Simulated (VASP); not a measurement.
# SnSe in VASP: further runs

Runs on SnSe. Level: r2SCAN. Tasks: single point.

Everything below comes from runs of VASP 6.6.1. Logs are shortened: lines on timing, memory, paths and dates and some standing lists are left out, and cuts for length are marked.

## Step 1: The cell of the first run

The cell holds a slab with vacuum, 4 atoms: a = 4.285 Å, b = 4.285 Å, c = 12.491 Å, α = 90.00°, β = 90.00°, γ = 90.00°.

## Step 2: Single point, r2SCAN (the distance across one plane changed)

File POSCAR:

```
SnSe
1.0
   -4.2853274191      0.0000000000      0.0000000000
    0.0000000000     -4.2853274191      0.0000000000
    0.0000000000      0.0000000000     12.4906921300
Sn Se
2 2
Direct
    0.5000000000      0.0000000000      0.3275283313
    0.0000000000      0.5000000000      0.5523822466
    0.5000000000      0.0000000000      0.5420596636
    0.0000000000      0.5000000000      0.3378509142
```

File INCAR.step1:

```
PREC     = Accurate       # precision mode
ENCUT    = 520            # plane-wave cutoff, eV
ISMEAR   = 0              # smearing method
SIGMA    = 0.05           # smearing width, eV
LREAL    = False          # projectors in reciprocal space
LASPH    = True           # aspherical terms in the spheres
NELM     = 100            # most SCF steps
NBANDS   = 28             # bands
GGA      = PE             # functional
ALGO     = Normal         # electronic algorithm
EDIFF    = 1E-4           # SCF threshold, eV
LWAVE    = True           # write WAVECAR
LCHARG   = False          # write CHGCAR
```

File INCAR.step2:

```
PREC     = Accurate       # precision mode
ENCUT    = 520            # plane-wave cutoff, eV
EDIFF    = 1E-6           # SCF threshold, eV
ISMEAR   = 0              # smearing method
SIGMA    = 0.05           # smearing width, eV
LREAL    = False          # projectors in reciprocal space
LASPH    = True           # aspherical terms in the spheres
NELM     = 100            # most SCF steps
ALGO     = Normal         # electronic algorithm
ISIF     = 2              # what is computed and relaxed
LWAVE    = False          # write WAVECAR
LCHARG   = False          # write CHGCAR
METAGGA  = R2SCAN         # meta-GGA
LMIXTAU  = True         
NBANDS   = 28             # bands
ISTART   = 1
```

File KPOINTS:

```
regular mesh
0
Gamma
  6 6 3
```

Potentials or basis: VASP PAW PBE potentials, release 64 (Sn_d, Se).

Started as:

```sh
> cat potpaw_PBE.64/Sn_d/POTCAR potpaw_PBE.64/Se/POTCAR > POTCAR
> cp INCAR.step1 INCAR
> mpirun -np 1 vasp_std > vasp.out
> cp INCAR.step2 INCAR
> mpirun -np 1 vasp_std > vasp.out
```

OUTCAR:

```text
PREC = Accurate
   ENCUT = 520
   EDIFF = 1E-6
   ISMEAR = 0
   LREAL = False
   LASPH = True
   NELM = 100
   ISIF = 2
   METAGGA = R2SCAN
   ISTART = 1

 ion  position               nearest neighbor table
   1  0.500  0.000  0.328-   3 2.68   4 3.03   4 3.03   4 3.03   4 3.03
   2  0.000  0.500  0.552-   4 2.68   3 3.03   3 3.03   3 3.03   3 3.03
   3  0.500  0.000  0.542-   1 2.68   2 3.03   2 3.03   2 3.03   2 3.03
   4  0.000  0.500  0.338-   2 2.68   1 3.03   1 3.03   1 3.03   1 3.03

  LATTYP: Found a simple tetragonal cell.
 ALAT       =     4.2853274191
 C/A-ratio  =     2.9147579423

  Lattice vectors:

 A1 = (  -4.2853274191,   0.0000000000,   0.0000000000)
 A2 = (   0.0000000000,  -4.2853274191,   0.0000000000)
 A3 = (   0.0000000000,   0.0000000000,  12.4906921300)

Analysis of symmetry for initial positions (statically):
=====================================================================
 Subroutine PRICEL returns:
 Original cell was already a primitive cell.

 Routine SETGRP: Setting up the symmetry group for a
 simple tetragonal supercell.

 Subroutine GETGRP returns: Found 16 space group operations
 (whereof  4 operations were pure point group operations)
 out of a pool of 16 trial point group operations.

The static configuration has the point symmetry C_2v.
 The point group associated with its full space group is D_4h.

Analysis of symmetry for dynamics (positions and initial velocities):
=====================================================================
 Subroutine PRICEL returns:
 Original cell was already a primitive cell.

 Routine SETGRP: Setting up the symmetry group for a
 simple tetragonal supercell.

 Subroutine GETGRP returns: Found 16 space group operations
 (whereof  4 operations were pure point group operations)
 out of a pool of 16 trial point group operations.

The dynamic configuration has the point symmetry C_2v.
 The point group associated with its full space group is D_4h.

 Subroutine INISYM returns: Found 16 space group operations
 (whereof  4 operations are pure point group operations),
 and found     1 'primitive' translations

----------------------------------------------------------------------------------------

                                     Primitive cell

  volume of cell :     229.3795

  direct lattice vectors                    reciprocal lattice vectors
    -4.285327419  0.000000000  0.000000000    -0.233354398  0.000000000  0.000000000
     0.000000000 -4.285327419  0.000000000     0.000000000 -0.233354398  0.000000000
     0.000000000  0.000000000 12.490692130     0.000000000  0.000000000  0.080059615

  length of vectors
     4.285327419  4.285327419 12.490692130     0.233354398  0.233354398  0.080059615

  position of ions in fractional coordinates (direct lattice)
     0.500000000  0.000000000  0.327528331
     0.000000000  0.500000000  0.552382247
     0.500000000  0.000000000  0.542059664
     0.000000000  0.500000000  0.337850914

  ion indices of the primitive-cell ions
   primitive index   ion index
                 1           1
                 2           2
                 3           3
                 4           4

----------------------------------------------------------------------------------------

 KPOINTS: regular mesh

Automatic generation of k-mesh.
 Grid dimensions read from file:
 generate k-points for:    6    6    3

 Generating k-lattice:

  Cartesian coordinates                     Fractional coordinates (reciprocal lattice)
    -0.038892400  0.000000000  0.000000000     0.166666667  0.000000000  0.000000000
     0.000000000 -0.038892400  0.000000000     0.000000000  0.166666667  0.000000000
     0.000000000  0.000000000  0.026686538     0.000000000  0.000000000  0.333333333

  Length of vectors
     0.038892400  0.038892400  0.026686538

  Shift w.r.t. Gamma in fractional coordinates (k-lattice)
     0.000000000  0.000000000  0.000000000

 Subroutine IBZKPT returns following result:
 ===========================================

 Found     20 irreducible k-points:

 Following reciprocal coordinates:
            Coordinates               Weight
  0.000000  0.000000  0.000000      1.000000
  0.166667  0.000000  0.000000      4.000000
  0.333333  0.000000  0.000000      4.000000
  0.500000  0.000000  0.000000      2.000000
  0.166667  0.166667  0.000000      4.000000
  0.333333  0.166667  0.000000      8.000000
[... 12 lines left out ...]
  0.500000  0.333333  0.333333      8.000000
  0.500000  0.500000  0.333333      2.000000
   k-points           NKPTS =     20   k-points in BZ     NKDIM =     20   number of bands    NBANDS=     28
   number of dos      NEDOS =    301   number of ions     NIONS =      4
   total plane-waves  NPLWV =  98304
   dimension x,y,z NGX =    32 NGY =   32 NGZ =   96
   dimension x,y,z NGXF=    64 NGYF=   64 NGZF=  192
   ions per type =               2   2
   NGX,Y,Z   is equivalent  to a cutoff of  12.41, 12.41, 12.78 a.u.
   NGXF,Y,Z  is equivalent  to a cutoff of  24.83, 24.83, 25.55 a.u.
 SYSTEM =  unknown system
   PREC   = accura    normal or accurate (medium, high low for compatibility)
   ISTART =      1    job   : 0-new  1-cont  2-samecut
   ICHARG =      0    charge: 1-file 2-atom 10-const
   ISPIN  =      1    spin polarized calculation?
   LNONCOLLINEAR =      F non collinear calculations
   LSORBIT =      F    spin-orbit coupling
   LASPH  =      T    aspherical Exc in radial PAW
   ENCUT  =  520.0 eV  38.22 Ry    6.18 a.u.   7.97  7.97 23.22*2*pi/ulx,y,z
   NELM   =    100;   NELMIN=  2; NELMDL=  0     # of ELM steps
   EDIFF  = 0.1E-05   stopping-criterion for ELM
   LREAL  =      F    real-space projection
   EDIFFG = 0.1E-04   stopping-criterion for IOM
   NSW    =      0    number of steps for IOM
   IBRION =     -1    ionic relax: 0-MD 1-quasi-New 2-CG
   NFREE  =      0    steps in history (QN), initial steepest desc. (CG)
   ISIF   =      2    stress and relaxation
   ISYM   =      2    0-nonsym 1-usesym 2-fastsym
   POTIM  = 0.5000    time-step for ionic-motion
   TEBEG  =    0.0;   TEEND  =   0.0 temperature during run
   PSTRESS=    0.0 pullay stress
   NELECT =      40.0000    total number of electrons
   NUPDOWN=      -1.0000    fix difference up-down
   EMIN   =  10.00;   EMAX   =-10.00  energy-range for DOS
   EFERMI =   0.00;   METHOD = LEGACY
   ISMEAR =     0;   SIGMA  =   0.05  broadening in eV -4-tet -1-fermi 0-gaus
   EFERMI_NEDOS =   21; number of points for ismear=-14 and -15
   IALGO  =     38    algorithm
   IMIX   =      4    mixing-type and parameters
     AMIX     =   0.40;   BMIX     =  1.00
     AMIX_MAG =   1.60;   BMIX_MAG =  1.00
  volume/ion in A,a.u.               =      57.34       386.98
  Fermi-wavevector in a.u.,A,eV,Ry     =   0.914626  1.728392 11.381816  0.836540
  Thomas-Fermi vector in A             =   2.039274
   LORBIT       =      0    0 simple, 1 ext, 2 COOP (PROOUT), +10 PAW based schemes
   METAGGA = R2SCAN    functional components
   LHFCALC =     F    Hartree Fock is set to
   AEXX    =    0.0000 exact exchange contribution
   IVDW    =     0    specifies the selected vdW correction
   LEPSILON=     F    determine dielectric tensor
   LRPA    =     F    only Hartree local field effects (RPA)
 non-spin polarized calculation
 Gauss-broadening in eV      SIGMA  =   0.05
  energy-cutoff  :      520.00
  volume of cell :      229.38
 maximum number of plane-waves:      6236
 NGX is ok and might be reduce to    32
   NGX = 15   NGY = 15   NGZ = 47

 number of electron      40.0000017 magnetization

 Free energy of the ion-electron system (eV)
  ---------------------------------------------------
  ext. energy  EPLUGINS =         0.00000000
  ---------------------------------------------------
  free energy    TOTEN  =       -79.57213191 eV

  energy without entropy =      -79.57213191  energy(sigma->0) =      -79.57213191

 E-fermi :   0.1428     XC(G=0):  -5.4776

 val. band max:       -0.1633117586   @ k =   0.3333   0.0000   0.3333
 cond. band min:       1.6104153614   @ k =   0.3333   0.0000   0.3333
 fundamental gap:      1.7737271200
 Fermi energy:         0.1428018522

 k-point     1 :       0.0000    0.0000    0.0000
  band No.  band energies     occupation
      1     -21.9374      2.00000
      2     -21.9329      2.00000
      3     -21.9320      2.00000
      4     -21.9258      2.00000
      5     -21.9120      2.00000
      6     -21.8799      2.00000
[... 20 lines left out ...]
     27       6.0034      0.00000
     28       6.0034      0.00000

 k-point     2 :       0.1667    0.0000    0.0000
  band No.  band energies     occupation
      1     -21.9348      2.00000
      2     -21.9346      2.00000
      3     -21.9301      2.00000
      4     -21.9286      2.00000
      5     -21.9080      2.00000
      6     -21.8803      2.00000
[... 20 lines left out ...]
     27       5.5277      0.00000
     28       5.5925      0.00000

 k-point     3 :       0.3333    0.0000    0.0000
  band No.  band energies     occupation
      1     -21.9376      2.00000
      2     -21.9342      2.00000
      3     -21.9298      2.00000
      4     -21.9269      2.00000
      5     -21.8983      2.00000
      6     -21.8826      2.00000
[... 20 lines left out ...]
     27       5.2692      0.00000
     28       6.7714      0.00000

 k-point     4 :       0.5000    0.0000    0.0000
  band No.  band energies     occupation
      1     -21.9381      2.00000
      2     -21.9381      2.00000
      3     -21.9265      2.00000
      4     -21.9265      2.00000
      5     -21.8886      2.00000
      6     -21.8885      2.00000
[... 20 lines left out ...]
     27       6.1693      0.00000
     28       6.1699      0.00000

 k-point     5 :       0.1667    0.1667    0.0000
  band No.  band energies     occupation
      1     -21.9369      2.00000
      2     -21.9325      2.00000
      3     -21.9321      2.00000
      4     -21.9280      2.00000
      5     -21.9037      2.00000
      6     -21.8806      2.00000
[... 20 lines left out ...]
     27       5.2838      0.00000
     28       6.6237      0.00000

 k-point     6 :       0.3333    0.1667    0.0000
  band No.  band energies     occupation
      1     -21.9413      2.00000
      2     -21.9392      2.00000
      3     -21.9268      2.00000
      4     -21.9243      2.00000
      5     -21.8946      2.00000
      6     -21.8821      2.00000
[... 339 lines left out ...]
      5     -21.8865      2.00000
      6     -21.8865      2.00000
[... 20 lines left out ...]
     27       6.3643      0.00000
     28       6.3646      0.00000

 k-point    18 :       0.3333    0.3333    0.3333
  band No.  band energies     occupation
      1     -21.9486      2.00000
      2     -21.9479      2.00000
      3     -21.9211      2.00000
      4     -21.9197      2.00000
      5     -21.8874      2.00000
      6     -21.8815      2.00000
[... 20 lines left out ...]
     27       6.1859      0.00000
     28       6.2351      0.00000

 k-point    19 :       0.5000    0.3333    0.3333
  band No.  band energies     occupation
      1     -21.9521      2.00000
      2     -21.9521      2.00000
      3     -21.9180      2.00000
      4     -21.9180      2.00000
      5     -21.8826      2.00000
      6     -21.8826      2.00000
[... 20 lines left out ...]
     27       6.0062      0.00000
     28       6.0062      0.00000

 k-point    20 :       0.5000    0.5000    0.3333
  band No.  band energies     occupation
      1     -21.9564      2.00000
      2     -21.9564      2.00000
      3     -21.9155      2.00000
      4     -21.9155      2.00000
      5     -21.8801      2.00000
      6     -21.8801      2.00000
[... 20 lines left out ...]
     27       6.8225      0.00000
     28       6.8225      0.00000

------------------------ aborting loop because EDIFF is reached ----------------------------------------

  FORCE on cell =-STRESS in cart. coord.  units (eV):
  Direction    XX          YY          ZZ          XY          YZ          ZX
  --------------------------------------------------------------------------------------
  -------------------------------------------------------------------------------------
  Total        0.0353022      0.0353022      0.0097347      0.0000000      0.0000000     -0.0000000
  in kB        0.2465800      0.2465800      0.0679949      0.0000000      0.0000000     -0.0000000
  external PRESSURE =       0.1870517 kB  Pullay stress =       0.0000000 kB

 VOLUME and BASIS-vectors are now :
 -----------------------------------------------------------------------------
  energy-cutoff  :      520.00
  volume of cell :      229.38
      direct lattice vectors                 reciprocal lattice vectors
    -4.285327419  0.000000000  0.000000000    -0.233354398  0.000000000  0.000000000
     0.000000000 -4.285327419  0.000000000     0.000000000 -0.233354398  0.000000000
     0.000000000  0.000000000 12.490692130     0.000000000  0.000000000  0.080059615

 POSITION                                       TOTAL-FORCE (eV/Angst)
 -----------------------------------------------------------------------------------
     -2.14266      0.00000      4.09106         0.000000      0.000000     -0.015284
      0.00000     -2.14266      6.89964        -0.000000     -0.000000      0.015284
     -2.14266      0.00000      6.77070        -0.000000     -0.000000     -0.000533
      0.00000     -2.14266      4.21999         0.000000     -0.000000      0.000533
 -----------------------------------------------------------------------------------
    total drift:                               -0.000000     -0.000000      0.000038

  FREE ENERGIE OF THE ION-ELECTRON SYSTEM (eV)
  ---------------------------------------------------
  free  energy   TOTEN  =       -79.5721319052 eV

  energy  without entropy=      -79.5721319052  energy(sigma->0) =      -79.57213191
```

Wall time 3.6 min (1 thread of Intel Xeon 6975P-C (Granite Rapids), shared host); peak memory 0.4 GiB.

Results:

* Free energy: -79.5721 eV
* Largest force: 0.015 eV/Å
* Band gap on the k mesh: 1.77 eV

Forces in eV/Å, atoms in the order of the input:
```
Sn   0.000  0.000 -0.015
Sn   0.000  0.000  0.015
Se   0.000  0.000 -0.001
Se   0.000  0.000  0.001
```

Caveat: the cell differs from its parent crystal (the distance across one plane changed); the PAW data sets were made with another functional, which shifts forces and pressure a little; spin-orbit coupling is left out, which moves the levels of the heavy elements.

## Step 3: Single point, r2SCAN (the distance across one plane changed)

File POSCAR:

```
SnSe
1.0
   -4.2853274191      0.0000000000      0.0000000000
    0.0000000000     -4.2853274191      0.0000000000
    0.0000000000      0.0000000000     12.9906921300
Sn Se
2 2
Direct
    0.5000000000      0.0000000000      0.3149220618
    0.0000000000      0.5000000000      0.5311215531
    0.5000000000      0.0000000000      0.5211962771
    0.0000000000      0.5000000000      0.3248473379
```

File INCAR.step1:

```
ALGO = Normal
EDIFF = 1E-4
ENCUT = 520
GGA = PE
ISMEAR = 0
LASPH = True
LCHARG = False
LREAL = False
LWAVE = True
NBANDS = 28
NELM = 100
PREC = Accurate
SIGMA = 0.05
```

File INCAR.step2:

```
ALGO = Normal
EDIFF = 1E-7
ENCUT = 520
ISIF = 2
ISMEAR = 0
ISTART = 1
LASPH = True
LCHARG = False
LMIXTAU = True
LREAL = False
LWAVE = False
METAGGA = R2SCAN
NBANDS = 28
NELM = 100
PREC = Accurate
SIGMA = 0.05
```

File KPOINTS:

```
k-points
0
Gamma
  6 6 3
```

Potentials or basis: VASP PAW PBE potentials, release 64 (Sn_d, Se).

Started as:

```sh
> cat potpaw_PBE.64/Sn_d/POTCAR potpaw_PBE.64/Se/POTCAR > POTCAR
> cp INCAR.step1 INCAR
> mpirun -np 1 vasp_std > vasp.out
> cp INCAR.step2 INCAR
> mpirun -np 1 vasp_std > vasp.out
```

It took 4.5 min on 1 thread of Intel Xeon 6975P-C (Granite Rapids), shared host; peak memory 0.41 GiB.

Results (log left out):

```
Free energy            : -79.5721 eV
Largest force          : 0.013 eV/Å
Band gap on the k mesh : 1.77 eV
```

Forces on the atoms (eV/Å):
```
Sn   0.000  0.000 -0.013
Sn   0.000  0.000  0.013
Se   0.000  0.000  0.000
Se   0.000  0.000  0.000
```

Levels at points of the mesh, in eV from the valence-band top:
```csv
k point,band 17,band 18,band 19,band 20,band 21,band 22,band 23,band 24
"(0.00, 0.00, 0.00)",-3.17,-1.81,-1.81,-0.30,1.86,4.23,4.29,4.77
"(0.50, 0.00, 0.00)",-1.63,-1.63,-0.13,-0.13,1.84,1.84,2.32,2.32
"(0.50, 0.50, 0.00)",-3.32,-3.32,-1.77,-1.77,4.00,4.00,5.21,5.21
```

Caveat: the cell differs from its parent crystal (the distance across one plane changed); the PAW data sets were made with another functional, which shifts forces and pressure a little; spin-orbit coupling is left out, which moves the levels of the heavy elements.

(Continued in part 2 of 2.)
